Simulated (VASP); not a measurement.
# Co in VASP: density of states with PBE

Aim: the density of states of Co with PBE.

Program: VASP 6.6.1. These are calculated values, not measurements. Logs are shortened: lines on timing, memory, paths and dates and some standing lists are left out, and cuts for length are marked.

## (1) The cell of the first run

The cell holds a sheet with vacuum, 1 atom: a = 2.347 Å, b = 2.347 Å, c = 23.800 Å, α = 90.00°, β = 90.00°, γ = 120.00°.

## (2) Density of states, PBE, collinear spin, ferromagnetic start

File POSCAR:

```
Co
1.0
    2.3471500000      0.0000000000      0.0000000000
   -1.1735800000      2.0326900000      0.0000000000
    0.0000000000      0.0000000000     23.8000000000
Co
1
Direct
    0.0000000000      0.0000000000      0.2941200000
```

File INCAR.step1:

```
SYSTEM = Co
PREC = Accurate
ENCUT = 520
EDIFF = 1E-7
ISMEAR = -1
SIGMA = 0.05
LREAL = .False.
LASPH = .True.
NELM = 150
ALGO = Normal
ISIF = 2
LWAVE = .False.
LCHARG = .True.
ISPIN = 2
MAGMOM = 2
LMAXMIX = 4
LDIPOL = .True.
IDIPOL = 3
DIPOL = 0.5 0.5 0.294
GGA = PE
NBANDS = 14
```

File KPOINTS.step1:

```
regular mesh
0
Gamma
  13 13 1
  0 0 0
```

File INCAR.step2:

```
SYSTEM = Co
PREC = Accurate
ENCUT = 520
EDIFF = 1E-7
ISMEAR = -5
SIGMA = 0.05
LREAL = .False.
LASPH = .True.
NELM = 150
ALGO = Normal
ISIF = 2
LWAVE = .False.
LCHARG = .False.
ISPIN = 2
MAGMOM = 2
LORBIT = 10
LMAXMIX = 4
LDIPOL = .True.
IDIPOL = 3
DIPOL = 0.5 0.5 0.294
GGA = PE
NEDOS = 1001
ICHARG = 11
```

File KPOINTS.step2:

```
regular mesh
0
Gamma
  20 20 1
  0 0 0
```

Potentials or basis: VASP PAW PBE potentials, release 64 (Co).

The run is started by

```sh
> cat potpaw_PBE.64/Co/POTCAR > POTCAR
> cp INCAR.step1 INCAR
> cp KPOINTS.step1 KPOINTS
> mpirun -np 1 vasp_std > vasp.out
> cp INCAR.step2 INCAR
> cp KPOINTS.step2 KPOINTS
> mpirun -np 1 vasp_std > vasp.out
```

OUTCAR:

```text
SYSTEM = Co
   PREC = Accurate
   ENCUT = 520
   EDIFF = 1E-7
   ISMEAR = -5
   LREAL = .False.
   LASPH = .True.
   NELM = 150
   ISIF = 2
   ISPIN = 2
   LORBIT = 10
   GGA = PE
   ICHARG = 11

 ion  position               nearest neighbor table
   1  0.000  0.000  0.294-

  LATTYP: Found a hexagonal cell.
 ALAT       =     2.3471500000
 C/A-ratio  =    10.1399569691

  Lattice vectors:

 A1 = (   2.3471500000,   0.0000000000,   0.0000000000)
 A2 = (  -1.1735800000,   2.0326900000,   0.0000000000)
 A3 = (   0.0000000000,   0.0000000000,  23.8000000000)

Analysis of symmetry for initial positions (statically):
=====================================================================
 Subroutine PRICEL returns:
 Original cell was already a primitive cell.

 Routine SETGRP: Setting up the symmetry group for a
 hexagonal supercell.

 Subroutine GETGRP returns: Found 24 space group operations
 (whereof 12 operations were pure point group operations)
 out of a pool of 24 trial point group operations.

The static configuration has the point symmetry C_6v.
 The point group associated with its full space group is D_6h.

Analysis of symmetry for dynamics (positions and initial velocities):
=====================================================================
 Subroutine PRICEL returns:
 Original cell was already a primitive cell.

 Routine SETGRP: Setting up the symmetry group for a
 hexagonal supercell.

 Subroutine GETGRP returns: Found 24 space group operations
 (whereof 12 operations were pure point group operations)
 out of a pool of 24 trial point group operations.

The dynamic configuration has the point symmetry C_6v.
 The point group associated with its full space group is D_6h.

Analysis of structural, dynamic, and magnetic symmetry:
=====================================================================
 Subroutine PRICEL returns:
 Original cell was already a primitive cell.

 Routine SETGRP: Setting up the symmetry group for a
 hexagonal supercell.

 Subroutine GETGRP returns: Found 24 space group operations
 (whereof 12 operations were pure point group operations)
 out of a pool of 24 trial point group operations.

The overall configuration has the point symmetry C_6v.
 The point group associated with its full space group is D_6h.

 Subroutine INISYM returns: Found 24 space group operations
 (whereof 12 operations are pure point group operations),
 and found     1 'primitive' translations

----------------------------------------------------------------------------------------

                                     Primitive cell

  volume of cell :     113.5505

  direct lattice vectors                    reciprocal lattice vectors
     2.347150000  0.000000000  0.000000000     0.426048612  0.245980514  0.000000000
    -1.173580000  2.032690000  0.000000000     0.000000000  0.491958931  0.000000000
     0.000000000  0.000000000 23.800000000     0.000000000  0.000000000  0.042016807

  length of vectors
     2.347150000  2.347151178 23.800000000     0.491959178  0.491958931  0.042016807

  position of ions in fractional coordinates (direct lattice)
     0.000000000  0.000000000  0.294120000

  ion indices of the primitive-cell ions
   primitive index   ion index
                 1           1

----------------------------------------------------------------------------------------

 KPOINTS: regular mesh

Automatic generation of k-mesh.
 Grid dimensions read from file:
 generate k-points for:   20   20    1

 Generating k-lattice:

  Cartesian coordinates                     Fractional coordinates (reciprocal lattice)
     0.021302431  0.012299026  0.000000000     0.050000000 -0.000000000  0.000000000
     0.000000000  0.024597947  0.000000000     0.000000000  0.050000000  0.000000000
     0.000000000  0.000000000  0.042016807     0.000000000  0.000000000  1.000000000

  Length of vectors
     0.024597959  0.024597947  0.042016807

  Shift w.r.t. Gamma in fractional coordinates (k-lattice)
     0.000000000  0.000000000  0.000000000

 TETIRR: Found    210 inequivalent tetrahedra from     2400

 Subroutine IBZKPT returns following result:
 ===========================================

 Found     44 irreducible k-points:

 Following reciprocal coordinates:
            Coordinates               Weight
  0.000000  0.000000  0.000000      1.000000
  0.050000 -0.000000  0.000000      6.000000
  0.100000  0.000000  0.000000      6.000000
  0.150000 -0.000000  0.000000      6.000000
  0.200000  0.000000  0.000000      6.000000
  0.250000 -0.000000  0.000000      6.000000
[... 16 lines left out ...]
  0.200000  0.100000  0.000000     12.000000
  0.250000  0.100000  0.000000     12.000000
 [... further k-points ...]
   k-points           NKPTS =     44   k-points in BZ     NKDIM =     44   number of bands    NBANDS=      9
   number of dos      NEDOS =   1001   number of ions     NIONS =      1
   total plane-waves  NPLWV =  58320
   dimension x,y,z NGX =    18 NGY =   18 NGZ =  180
   dimension x,y,z NGXF=    36 NGYF=   36 NGZF=  360
   ions per type =               1
   NGX,Y,Z   is equivalent  to a cutoff of  12.75, 12.75, 12.57 a.u.
   NGXF,Y,Z  is equivalent  to a cutoff of  25.50, 25.50, 25.15 a.u.
 SYSTEM =  Co
   PREC   = accura    normal or accurate (medium, high low for compatibility)
   ISTART =      0    job   : 0-new  1-cont  2-samecut
   ICHARG =     11    charge: 1-file 2-atom 10-const
   ISPIN  =      2    spin polarized calculation?
   LNONCOLLINEAR =      F non collinear calculations
   LSORBIT =      F    spin-orbit coupling
   LASPH  =      T    aspherical Exc in radial PAW
   ENCUT  =  520.0 eV  38.22 Ry    6.18 a.u.   4.36  4.36 44.25*2*pi/ulx,y,z
   NELM   =    150;   NELMIN=  2; NELMDL=  0     # of ELM steps
   EDIFF  = 0.1E-06   stopping-criterion for ELM
   LREAL  =      F    real-space projection
   EDIFFG = 0.1E-05   stopping-criterion for IOM
   NSW    =      0    number of steps for IOM
   IBRION =     -1    ionic relax: 0-MD 1-quasi-New 2-CG
   NFREE  =      0    steps in history (QN), initial steepest desc. (CG)
   ISIF   =      2    stress and relaxation
   ISYM   =      2    0-nonsym 1-usesym 2-fastsym
   POTIM  = 0.5000    time-step for ionic-motion
   TEBEG  =    0.0;   TEEND  =   0.0 temperature during run
   PSTRESS=    0.0 pullay stress
   NELECT =       9.0000    total number of electrons
   NUPDOWN=      -1.0000    fix difference up-down
   EMIN   =  10.00;   EMAX   =-10.00  energy-range for DOS
   EFERMI =   0.00;   METHOD = LEGACY
   ISMEAR =    -5;   SIGMA  =   0.05  broadening in eV -4-tet -1-fermi 0-gaus
   EFERMI_NEDOS =   21; number of points for ismear=-14 and -15
   IALGO  =     38    algorithm
   IMIX   =      4    mixing-type and parameters
     AMIX     =   0.40;   BMIX     =  1.00
     AMIX_MAG =   1.60;   BMIX_MAG =  1.00
  volume/ion in A,a.u.               =     113.55       766.28
  Fermi-wavevector in a.u.,A,eV,Ry     =   0.703222  1.328898  6.728376  0.494522
  Thomas-Fermi vector in A             =   1.788135
   LORBIT       =     10    0 simple, 1 ext, 2 COOP (PROOUT), +10 PAW based schemes
   GGA     = PE    functional components
   LHFCALC =     F    Hartree Fock is set to
   AEXX    =    0.0000 exact exchange contribution
   IVDW    =     0    specifies the selected vdW correction
   LEPSILON=     F    determine dielectric tensor
   LRPA    =     F    only Hartree local field effects (RPA)
 spin polarized calculation
 Fermi weights with tetrahedron method with Bloechl corrections
  energy-cutoff  :      520.00
  volume of cell :      113.55
 maximum number of plane-waves:      3133
 NGX is ok and might be reduce to    18

 number of electron       9.0000000 magnetization       1.7209126

 dipolmoment           0.000000      0.000000     -0.000000 electrons x Angstroem

 Free energy of the ion-electron system (eV)
  ---------------------------------------------------
  ext. energy  EPLUGINS =         0.00000000
  ---------------------------------------------------
  free energy    TOTEN  =        -5.63218219 eV

  energy without entropy =       -5.63218219  energy(sigma->0) =       -5.63218219

 E-fermi :  -3.6680     XC(G=0):  -2.0404

 val. band max:       -3.6809316981   @ k =   0.3500  -0.0000   0.0000
 cond. band min:      -3.6604272829   @ k =   0.3000   0.1000   0.0000
 fundamental gap:      0.0205044152
 Fermi energy:        -3.6680073033

 spin component 1

 k-point     1 :       0.0000    0.0000    0.0000
  band No.  band energies     occupation
      1     -10.0138      1.00000
      2      -6.5080      1.00000
      3      -6.0856      1.00000
      4      -6.0856      1.00000
      5      -4.8171      1.00000
      6      -4.8171      1.00000
      7      -3.3430      0.00000
      8       1.1469      0.00000
      9       1.6217      0.00000
[... 265 lines left out ...]
 k-point    24 :       0.2500    0.1000    0.0000
  band No.  band energies     occupation
      1      -7.7088      1.00000
      2      -6.7166      1.00000
      3      -6.2052      1.00000
      4      -5.4117      1.00000
      5      -5.1961      1.00000
      6      -3.9332      0.83065
      7       1.2170      0.00000
      8       4.5455      0.00000
      9       5.2252      0.00000

 [... further k-points ...]

 spin component 2

 k-point     1 :       0.0000    0.0000    0.0000
  band No.  band energies     occupation
      1      -9.7806      1.00000
      2      -5.0627      1.00000
      3      -4.4913      1.00000
      4      -4.4913      1.00000
      5      -3.4025      0.00000
      6      -2.6859      0.00000
      7      -2.6859      0.00000
      8       1.0563      0.00000
      9       1.4888      0.00000
[... 265 lines left out ...]
 k-point    24 :       0.2500    0.1000    0.0000
  band No.  band energies     occupation
      1      -6.8015      1.00000
      2      -5.1335      1.00000
      3      -5.0340      1.00000
      4      -3.9074      1.01301
      5      -3.1326      0.00000
      6      -2.4973      0.00000
      7       1.4977      0.00000
      8       4.4224      0.00000
      9       5.1230      0.00000

 [... further k-points ...]

------------------------ aborting loop because EDIFF is reached ----------------------------------------

 vacuum level on the upper side and lower side of the slab       (xc-potential included)        -0.054        -0.061

  FORCE on cell =-STRESS in cart. coord.  units (eV):
  Direction    XX          YY          ZZ          XY          YZ          ZX
  --------------------------------------------------------------------------------------
  -------------------------------------------------------------------------------------
  Total       -0.2223886     -0.2223882      0.1737329      0.0000005      0.0000000      0.0000000
  in kB       -3.1378638     -3.1378591      2.4513405      0.0000077      0.0000000      0.0000000
  external PRESSURE =      -1.2747941 kB  Pullay stress =       0.0000000 kB

 VOLUME and BASIS-vectors are now :
 -----------------------------------------------------------------------------
  energy-cutoff  :      520.00
  volume of cell :      113.55
      direct lattice vectors                 reciprocal lattice vectors
     2.347150000  0.000000000  0.000000000     0.426048612  0.245980514  0.000000000
    -1.173580000  2.032690000  0.000000000     0.000000000  0.491958931  0.000000000
     0.000000000  0.000000000 23.800000000     0.000000000  0.000000000  0.042016807

 POSITION                                       TOTAL-FORCE (eV/Angst)
 -----------------------------------------------------------------------------------
      0.00000      0.00000      7.00006        -0.000000     -0.000000     -0.000000
 -----------------------------------------------------------------------------------
    total drift:                                0.000000      0.000000      0.000001

  FREE ENERGIE OF THE ION-ELECTRON SYSTEM (eV)
  ---------------------------------------------------
  free  energy   TOTEN  =        -5.6321821871 eV

  energy  without entropy=       -5.6321821871  energy(sigma->0) =       -5.63218219

 vacuum level on the upper side and lower side of the slab         1.490         1.483

 total charge

# of ion       s       p       d       tot
------------------------------------------
    1        0.534   0.383   7.221   8.138

 magnetization (x)

# of ion       s       p       d       tot
------------------------------------------
    1        0.006  -0.037   1.866   1.834
```

Wall time 2.7 min (1 thread of Intel Xeon Platinum 8559C (Emerald Rapids), shared host); peak memory 0.29 GiB.

Results:

```yaml
Net_moment: 1.72 μB per cell
Site_moments: Co +1.83 μB
Valence_electrons_inside_the_program's_atomic_spheres: Co 8.14
```

Caveat: tetrahedron occupations give inexact forces and stress in metals.
